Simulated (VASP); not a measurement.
Crystal: MnHg.

```
CELL_PARAMETERS angstrom
3.28151 0.00000 0.00000
0.00000 3.28151 0.00000
0.00000 0.00000 3.28151
ATOMIC_POSITIONS crystal
Mn 0.50000 0.50000 0.50000
Hg 0.00000 0.00000 0.00000
```

| Quantity | Value |
| --- | --- |
| Program | VASP 6.6.1 |
| Task | relaxation of cell and atoms |
| Functional | PBE |
| Potentials or basis | VASP PAW PBE potentials, release 64 (Mn_pv, Hg) |
| Cutoff | 600 eV |
| k mesh | 10 × 10 × 10 |
| Occupations | fermi-dirac, width 0.05 eV |
| Spin | collinear spin, ferromagnetic start |
| Starting moments | [4.0, 0.0] μB |

At the start: pressure 3.3 GPa; volume 17.67 Å³/atom.

Q: How do energy, volume and symmetry change on relaxing?

A: Over 3 steps the energy falls by 7.7 meV/atom and the volume is 18.44 Å³/atom (+4.3 %); space group Pm-3m (No. 221, to 0.05 Å); moment 3.94 μB per cell.

Step by step:
```tsv
step	energy change (eV)	largest force (eV/Å)	pressure (GPa)	volume (Å³)
1	0.0000	0.0000	3.34	35.34
2	-0.0146	0.0000	-0.71	37.25
3	-0.0154	0.0000	0.01	36.87
```

Final structure:
```yaml
crystal:
  lattice:
    - [3.32841, 0.00000, 0.00000]
    - [0.00000, 3.32841, 0.00000]
    - [0.00000, 0.00000, 3.32841]
  atoms:
    - { symbol: Mn, position: [0.50000, 0.50000, 0.50000] }
    - { symbol: Hg, position: [0.00000, 0.00000, 0.00000] }
```
